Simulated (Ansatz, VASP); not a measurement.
**One calculation of WSe2, two programs**

```xyz
3
Lattice="3.4683 0.0000 0.0000 -1.7342 3.0037 0.0000 0.0000 0.0000 7.5571" Properties=species:S:1:pos:R:3 pbc="T T T"
W     0.0000    0.0000    0.0000
Se    0.0000    2.0024    1.6117
Se    0.0000    2.0024    5.9455
```

Change from the starting cell: hydrostatic strain +5.2%.

Alike in both runs: task single point; functional r2SCAN; k mesh 12 × 12 × 4; no spin polarisation.

|  | VASP | Ansatz |
| --- | --- | --- |
| version | VASP 6.6.1 | Ansatz 0.2.0 |
| potentials or method | VASP PAW PBE potentials, release 64 (W_sv, Se) | plane waves, PAW |
| plane-wave cutoff (eV) | 520 | 500 |
| occupations | gaussian, width 0.01 eV | fixed |
| valence electrons in the cell | 26 | 46 |

Ansatz gave:

| Quantity | Value |
| --- | --- |
| gap on the k mesh at the Fermi level (eV) | 0.72 |
| pressure (GPa) | -5.4 |
| traceless stress, the component that is largest in VASP (GPa) | 5.28 |
| rms of the force components (eV/Å) | 0.006 |

**Question.** Estimate VASP's values.

**Answer.** gap on the k mesh at the Fermi level (eV): 0.72; pressure (GPa): -5.2; traceless stress, the component that is largest in VASP (GPa): 5.30; rms of the force components (eV/Å): 0.010.

VASP's potentials were made for PBE, not for r2SCAN. Atom by atom the forces differ by 0.016 eV/Å (rms over components). VASP's potentials hold 26 valence electrons a cell and Ansatz's 46, so a difference there can come from the potentials and not from the codes.

Neither program's run includes spin-orbit coupling.
